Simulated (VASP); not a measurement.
Here is a VASP 6.6.1 calculation.

The input INCAR:

```
SYSTEM = Y
  ALGO = Normal
  EDIFF = 1E-7
  ENCUT = 520
  GGA = PE
  ISIF = 2
  ISMEAR = -1
  LASPH = .True.
  LCHARG = .True.
  LELF = .True.
  LREAL = .False.
  LVHAR = .True.
  LWAVE = .False.
  NBANDS = 12
  NELM = 100
  PREC = Accurate
  SIGMA = 0.1
```

The input KPOINTS:

```
k-points
0
Gamma
  7 7 7
  0 0 0
```

Contents of POSCAR:

```
Y
1.0
    3.0076292174      0.0000000000      0.0000000000
    0.0000000000      3.0076292174      0.0000000000
    0.0000000000      0.0000000000      3.0076292174
Y
1
Direct
    0.0000000000      0.0000000000      0.0000000000
```

Potentials or basis: VASP PAW PBE potentials, release 64 (Y_sv).

Command:

```console
$ cat potpaw_PBE.64/Y_sv/POTCAR > POTCAR
$ mpirun -np 1 vasp_std > vasp.out
```

(1) Predict the band gap on the k mesh.

(2) What does it give for the pressure?

Results:

(1) zero (an odd number of electrons rules out a gap without spin polarisation).

(2) 10.0 GPa.

Caveat: the cell stands under pressure.
